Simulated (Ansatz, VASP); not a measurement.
# One calculation of SiC, two programs

```xyz
2
Lattice="0.0000 2.1781 2.1781 2.1781 0.0000 2.1781 2.1781 2.1781 0.0000" Properties=species:S:1:pos:R:3 pbc="T T T"
Si    0.0000    0.0000    0.0000
C     1.0890    1.0890    1.0890
```

Alike in both runs: task single point; functional PBE0; k mesh 8 × 8 × 8; no spin polarisation.

|  | VASP | Ansatz |
| --- | --- | --- |
| version | VASP 6.6.1 | Ansatz 0.2.0 |
| potentials or method | VASP PAW PBE potentials, release 64 (Si, C) | plane waves, PAW |
| plane-wave cutoff (eV) | 520 | 420 |
| occupations | gaussian, width 0.01 eV | fixed |
| valence electrons in the cell | 8 | 8 |

|  | VASP | Ansatz | Ansatz less VASP |
| --- | --- | --- | --- |
| gap on the k mesh at the Fermi level (eV) | 2.96 | 2.95 | -0.016 |
| pressure (GPa) | -1.7 | -1.3 | +0.38 |

Ansatz's warnings: stress exchange threshold loose, stress scf threshold loose.
